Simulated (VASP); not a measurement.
# MnO (R-3m) in VASP: a series of runs

Aim: see how the results for MnO move with the level of theory and the settings. Levels: PBE+U, revPBE+U. Tasks: single point.

Everything below comes from runs of VASP 6.6.1. Logs are shortened: lines on timing, memory, paths and dates and some standing lists are left out, and cuts for length are marked.

## (1) The cell of the first run

It takes space group R-3m (No. 166, trigonal). The conventional cell has a = 3.154 Å, b = 3.154 Å, c = 7.542 Å, α = 90.00°, β = 90.00°, γ = 120.00°. Mn (site symmetry -3m) has 6 O at 2.21 Å within 2.9 Å. Within 2.9 Å of O (site symmetry -3m) lie 6 Mn at 2.21 Å.

## (2) Single point, PBE+U, collinear spin, antiferromagnetic start (10.83 Å³/atom)

The input, INCAR:

```
SYSTEM = MnO
ALGO     = Normal         ! electronic algorithm
EDIFF    = 1E-6           ! SCF threshold, eV
ENCUT    = 600            ! plane-wave cutoff, eV
GGA      = PE             ! functional
GGA_COMPAT= .FALSE.      
ISIF     = 2              ! what is computed and relaxed
ISMEAR   = 0              ! smearing method
ISPIN    = 2              ! spin polarisation
LASPH    = .TRUE.         ! aspherical terms in the spheres
LCHARG   = .TRUE.         ! write CHGCAR
LDAU     = .TRUE.         ! DFT+U
LDAUJ    = 0 0          
LDAUL    = 2 -1           ! shell
LDAUPRINT= 1            
LDAUTYPE = 2            
LDAUU    = 3.9 0          ! U, eV
LELF     = .TRUE.         ! ELF
LMAXMIX  = 4              ! l up to which the mixer works
LORBIT   = 11             ! projections on sites
LREAL    = .FALSE.        ! projectors in reciprocal space
LVHAR    = .TRUE.       
LWAVE    = .FALSE.        ! write WAVECAR
MAGMOM   = 4.64 -4.64 0 0 ! initial moments
NBANDS   = 33             ! bands
NELM     = 200            ! most SCF steps
PREC     = Accurate       ! precision mode
SIGMA    = 0.05           ! smearing width, eV
```

The input, KPOINTS:

```
k-points
0
G
  12 12 6
  0 0 0
```

The input, POSCAR:

```
MnO
1.0
    0.0000000000      2.2305600063      2.2305600063
    2.2305600063      0.0000000000      2.2305600063
    4.3899580274      4.3899580274      0.0711619852
Mn O
2 2
Direct
    0.0000000000      0.0000000000      0.0000000000
    0.0000000000      0.0000000000      0.5000000000
    0.5000000069      0.5000000069      0.2499999897
    0.4999999931      0.4999999931      0.7500000103
```

Potentials or basis: VASP PAW PBE potentials, release 64 (Mn_sv, O).

Run with:

```sh
cat potpaw_PBE.64/Mn_sv/POTCAR potpaw_PBE.64/O/POTCAR > POTCAR
mpirun -np 1 vasp_std > vasp.out
```

OUTCAR:

```text
SYSTEM = MnO
   EDIFF = 1E-6
   ENCUT = 600
   GGA = PE
   ISIF = 2
   ISMEAR = 0
   ISPIN = 2
   LASPH = .TRUE.
   LORBIT = 11
   LREAL = .FALSE.
   NELM = 200
   PREC = Accurate

 ion  position               nearest neighbor table
   1  0.000  0.000  0.000-   3 2.21   4 2.21   3 2.21   3 2.21   4 2.21   4 2.21
   2  0.000  0.000  0.500-   3 2.21   3 2.21   4 2.21   4 2.21   3 2.21   4 2.21
   3  0.500  0.500  0.250-   1 2.21   1 2.21   1 2.21   2 2.21   2 2.21   2 2.21
   4  0.500  0.500  0.750-   1 2.21   1 2.21   1 2.21   2 2.21   2 2.21   2 2.21

  LATTYP: Found a trigonal (rhomboedric) cell.
 ALAT       =     5.3476846494
 COS(alpha) =     0.8260212349

  Lattice vectors:

 A1 = (   4.3899580274,   2.1593980211,  -2.1593980211)
 A2 = (   2.1593980211,   2.1593980211,  -4.3899580274)
 A3 = (   2.1593980211,   4.3899580274,  -2.1593980211)

Analysis of symmetry for initial positions (statically):
=====================================================================
 Subroutine PRICEL returns following result:

  LATTYP: Found a trigonal (rhomboedric) cell.
 ALAT       =     3.1043730040
 COS(alpha) =     0.4837262713
[... 12 lines left out ...]
 Subroutine GETGRP returns: Found 12 space group operations
 (whereof 12 operations were pure point group operations)
 out of a pool of 12 trial point group operations.

The static configuration has the point symmetry D_3d.

Analysis of symmetry for dynamics (positions and initial velocities):
=====================================================================
 Subroutine PRICEL returns following result:

  LATTYP: Found a trigonal (rhomboedric) cell.
 ALAT       =     3.1043730040
 COS(alpha) =     0.4837262713
[... 12 lines left out ...]
 Subroutine GETGRP returns: Found 12 space group operations
 (whereof 12 operations were pure point group operations)
 out of a pool of 12 trial point group operations.

The dynamic configuration has the point symmetry D_3d.

Analysis of structural, dynamic, and magnetic symmetry:
=====================================================================
[... 224 lines left out ...]
  o =  0.0616  v = -0.0004 -0.0307 -0.0103  0.0304  0.9990  0.0000  0.0000  0.0000  0.0000  0.0000      0.0000  0.0000  0.0000  0.0000  0.0000  0.0000  0.0000  0.0000  0.0000  0.0000
  o =  0.0616  v =  0.0353  0.0173  0.9990  0.0180  0.0103  0.0000  0.0000  0.0000  0.0000  0.0000      0.0000  0.0000  0.0000  0.0000  0.0000  0.0000  0.0000  0.0000  0.0000  0.0000
  o =  0.9046  v =  0.0000  0.0000  0.0000  0.0000  0.0000 -0.5774  0.5774 -0.0000  0.5774 -0.0000      0.0000  0.0000  0.0000  0.0000  0.0000  0.0000  0.0000  0.0000  0.0000  0.0000
  o =  0.9052  v =  0.0000  0.0000  0.0000  0.0000  0.0000  0.8149  0.4519  0.0052  0.3629 -0.0003      0.0000  0.0000  0.0000  0.0000  0.0000  0.0000  0.0000  0.0000  0.0000  0.0000
  o =  0.9052  v =  0.0000  0.0000  0.0000  0.0000  0.0000  0.0514 -0.6800  0.0003  0.7314  0.0052      0.0000  0.0000  0.0000  0.0000  0.0000  0.0000  0.0000  0.0000  0.0000  0.0000
  o =  0.9429  v =  0.0000  0.0000  0.0000  0.0000  0.0000 -0.0042 -0.0021  1.0000 -0.0021 -0.0000      0.0000  0.0000  0.0000  0.0000  0.0000  0.0000  0.0000  0.0000  0.0000  0.0000
  o =  0.9429  v =  0.0000  0.0000  0.0000  0.0000  0.0000  0.0000  0.0037  0.0000 -0.0037  1.0000      0.0000  0.0000  0.0000  0.0000  0.0000  0.0000  0.0000  0.0000  0.0000  0.0000

 number of electron      42.0000005 magnetization      -0.0000000

 Free energy of the ion-electron system (eV)
  ---------------------------------------------------
  ext. energy  EPLUGINS =         0.00000000
  ---------------------------------------------------
  free energy    TOTEN  =       -30.78178275 eV

  energy without entropy =      -30.78178275  energy(sigma->0) =      -30.78178275

 E-fermi :   8.2539     XC(G=0): -11.9334

 val. band max:        7.9572438708   @ k =   0.0000   0.0000   0.5000
 cond. band min:       9.7293346164   @ k =   0.0000   0.0000   0.0000
 fundamental gap:      1.7720907456
 Fermi energy:         8.2538763779

 spin component 1

 k-point     1 :       0.0000    0.0000    0.0000
  band No.  band energies     occupation
      1     -72.1577      1.00000
      2     -67.1652      1.00000
      3     -40.9523      1.00000
      4     -40.9012      1.00000
      5     -40.9012      1.00000
      6     -36.0450      1.00000
[... 1721 lines left out ...]
     32      20.7766      0.00000
     33      23.2099      0.00000

 [... further k-points ...]

------------------------ aborting loop because EDIFF is reached ----------------------------------------

  FORCE on cell =-STRESS in cart. coord.  units (eV):
  Direction    XX          YY          ZZ          XY          YZ          ZX
  --------------------------------------------------------------------------------------
  -------------------------------------------------------------------------------------
  Total        1.1659935      1.1659935      1.1659935     -0.0100615      0.0100615      0.0100615
  in kB       43.1144516     43.1144516     43.1144516     -0.3720382      0.3720382      0.3720382
  external PRESSURE =      43.1144516 kB  Pullay stress =       0.0000000 kB

 VOLUME and BASIS-vectors are now :
 -----------------------------------------------------------------------------
  energy-cutoff  :      600.00
  volume of cell :       43.33
      direct lattice vectors                 reciprocal lattice vectors
     0.000000000  2.230560006  2.230560006    -0.225990629  0.222327281  0.225990629
     2.230560006  0.000000000  2.230560006     0.222327281 -0.225990629  0.225990629
     4.389958027  4.389958027  0.071161985     0.114826988  0.114826988 -0.114826988

 POSITION                                       TOTAL-FORCE (eV/Angst)
 -----------------------------------------------------------------------------------
      0.00000      0.00000      0.00000        -0.000000      0.000000     -0.000000
      2.19498      2.19498      0.03558        -0.000000      0.000000     -0.000000
      2.21277      2.21277      2.24835        -0.000000     -0.000000      0.000000
      4.40775      4.40775      2.28393         0.000000      0.000000     -0.000000
 -----------------------------------------------------------------------------------
    total drift:                                0.000000      0.000000      0.000000

  FREE ENERGIE OF THE ION-ELECTRON SYSTEM (eV)
  ---------------------------------------------------
  free  energy   TOTEN  =       -30.7817827498 eV

  energy  without entropy=      -30.7817827498  energy(sigma->0) =      -30.78178275

 total charge

# of ion       s       p       d       tot
------------------------------------------
    1        2.115   6.015   4.749  12.878
    2        2.115   6.015   4.749  12.878
    3        1.552   3.458   0.000   5.011
    4        1.552   3.458   0.000   5.011
--------------------------------------------------
tot          7.334  18.946   9.497  35.777

 magnetization (x)

# of ion       s       p       d       tot
------------------------------------------
    1        0.014   0.013   4.412   4.440
    2       -0.014  -0.013  -4.412  -4.440
    3        0.000   0.000   0.000   0.000
    4        0.000   0.000   0.000   0.000
--------------------------------------------------
tot          0.000   0.000   0.000   0.000
```

OSZICAR:

```text
N       E                     dE             d eps       ncg     rms          rms(c)
DAV:   1     0.785867523936E+03    0.78587E+03   -0.24179E+04 14003   0.279E+03
DAV:   2     0.440956404318E+02   -0.74177E+03   -0.70922E+03 13054   0.665E+02
DAV:   3    -0.259670557921E+02   -0.70063E+02   -0.67741E+02 16118   0.239E+02
DAV:   4    -0.316339948012E+02   -0.56669E+01   -0.55402E+01 25195   0.622E+01
DAV:   5    -0.319944154977E+02   -0.36042E+00   -0.35983E+00 17272   0.122E+01    0.199E+01
DAV:   6    -0.299967990027E+02    0.19976E+01   -0.22913E+01 19748   0.500E+01    0.179E+01
DAV:   7    -0.307618691770E+02   -0.76507E+00   -0.20889E+00 21322   0.216E+01    0.103E+01
DAV:   8    -0.307547524659E+02    0.71167E-02   -0.40444E-01 17887   0.676E+00    0.560E+00
DAV:   9    -0.307732264283E+02   -0.18474E-01   -0.44529E-02 17555   0.294E+00    0.873E-01
DAV:  10    -0.307811042264E+02   -0.78778E-02   -0.53801E-03 23254   0.895E-01    0.242E-01
DAV:  11    -0.307816635558E+02   -0.55933E-03   -0.13796E-03 20637   0.347E-01    0.978E-02
DAV:  12    -0.307817739922E+02   -0.11044E-03   -0.99593E-05 17918   0.154E-01    0.510E-02
DAV:  13    -0.307817806056E+02   -0.66134E-05   -0.27063E-05 17242   0.598E-02    0.131E-02
DAV:  14    -0.307817822394E+02   -0.16338E-05   -0.54701E-06 16725   0.237E-02    0.555E-03
DAV:  15    -0.307817827498E+02   -0.51039E-06   -0.90172E-07  8609   0.101E-02
   1 F= -.30781783E+02 E0= -.30781783E+02  d E =-.338259E-19  mag=    -0.0000
```

stdout:

```text
POSCAR found type information on POSCAR MnO
 POSCAR found :  2 types and       4 ions
 scaLAPACK will be used
 LDA part: xc-table for (Slater+PW92), standard interpolation
 POSCAR, INCAR and KPOINTS ok, starting setup
 FFT: planning ... GRIDC
 FFT: planning ... GRID_SOFT
 FFT: planning ... GRID
 WAVECAR not read
 entering main loop
```

Run time: 3.1 min. Hardware: 1 thread of Intel Xeon 6975P-C (Granite Rapids), shared host; peak memory 0.38 GiB.

Results:

| Item | Value |
| --- | --- |
| Free energy | -30.7818 eV |
| Pressure | 4.3 GPa |
| Band gap on the k mesh | 1.77 eV |
| Net moment | 0.00 μB per cell |
| Site moments | Mn +4.44, -4.44; O +0.00 μB |
| Valence electrons inside the program's atomic spheres | Mn 12.88; O 5.01 |

Eigenvalues of the final occupation matrices:
```tsv
site	spin	trace	eigenvalues
site 1 d	1	4.60	0.90 0.91 0.91 0.94 0.94
site 1 d	2	0.17	0.02 0.02 0.02 0.06 0.06
site 2 d	1	0.17	0.02 0.02 0.02 0.06 0.06
site 2 d	2	4.60	0.90 0.91 0.91 0.94 0.94
```

Caveat: the cell stands under pressure.

## (3) Single point, revPBE+U, collinear spin, antiferromagnetic start

This run uses another cell than the first one, of 11.46 Å³/atom.

The input, INCAR:

```
SYSTEM = MnO
  PREC = Accurate
  ENCUT = 520
  EDIFF = 1E-6
  ISMEAR = 0
  SIGMA = 0.05
  LREAL = .FALSE.
  LASPH = .TRUE.
  NELM = 150
  ALGO = Normal
  ISIF = 2
  LWAVE = .FALSE.
  LCHARG = .FALSE.
  ISPIN = 2
  MAGMOM = 5 -5 0 0
  LORBIT = 11
  LMAXMIX = 4
  LDAU = .TRUE.
  LDAUTYPE = 2
  LDAUL = 2 -1
  LDAUU = 3.9 0
  LDAUJ = 0 0
  LDAUPRINT = 1
  GGA = RE
  NBANDS = 31
```

The input, KPOINTS:

```
regular mesh
0
G
  12 12 6
  0 0 0
```

The input, POSCAR:

```
MnO
1.0
    0.0000000000      2.2695972285      2.2695972285
    2.2695972285      0.0000000000      2.2695972285
    4.4801717668      4.4801717668      0.0590226902
Mn O
2 2
Direct
    0.0000000000      0.0000000000      0.0000000000
    0.0000000000      0.0000000000      0.5000000000
    0.5000000006      0.5000000006      0.2499999991
    0.4999999994      0.4999999994      0.7500000009
```

Potentials or basis: VASP PAW PBE potentials, release 64 (Mn_pv, O).

Run with:

```sh
cat potpaw_PBE.64/Mn_pv/POTCAR potpaw_PBE.64/O/POTCAR > POTCAR
mpirun -np 1 vasp_std > vasp.out
```

It took 2.4 min on 1 thread of AMD EPYC 9R45 (Zen 5), shared host; peak memory 0.29 GiB.

The run converged. Its results:

* Free energy: -29.9735 eV
* Pressure: 2.1 GPa
* Band gap on the k mesh: 1.70 eV
* Net moment: 0.00 μB per cell
* Site moments: Mn +4.59, -4.59; O +0.00 μB
* Valence electrons inside the program's atomic spheres: Mn 11.30; O 5.00

Levels at points of the mesh, in eV from the valence-band top:
Spin up:
```tsv
k point	band 16	band 17	band 18	band 19	band 20	band 21	band 22	band 23
(0.00, 0.00, 0.00)	-1.57	-1.45	-0.56	-0.56	1.70	4.85	4.92	4.92
(0.50, 0.00, 0.00)	-2.40	-2.02	-0.36	-0.28	4.00	5.62	5.63	5.77
(0.00, 0.00, 0.50)	-2.19	-2.09	0.00	0.00	3.95	4.05	4.86	4.86
(0.50, 0.00, 0.50)	-2.40	-1.84	-0.57	-0.26	3.80	5.42	5.76	5.78
```
Spin down:
```csv
k point,band 16,band 17,band 18,band 19,band 20,band 21,band 22,band 23
"(0.00, 0.00, 0.00)",-1.57,-1.45,-0.56,-0.56,1.70,4.85,4.92,4.92
"(0.50, 0.00, 0.00)",-2.40,-2.02,-0.36,-0.28,4.00,5.62,5.63,5.77
"(0.00, 0.00, 0.50)",-2.19,-2.09,0.00,0.00,3.95,4.05,4.86,4.86
"(0.50, 0.00, 0.50)",-2.40,-1.84,-0.57,-0.26,3.80,5.42,5.76,5.78
```

Eigenvalues of the final occupation matrices:
```
    site  spin  trace               eigenvalues
site 1 d     1   4.76  0.94 0.94 0.94 0.97 0.97
site 1 d     2   0.20  0.02 0.02 0.02 0.07 0.07
site 2 d     1   0.20  0.02 0.02 0.02 0.07 0.07
site 2 d     2   4.76  0.94 0.94 0.94 0.97 0.97
```

Caveat: the PAW data sets were made with another functional, which shifts forces and pressure a little. A k mesh can miss the band edges.
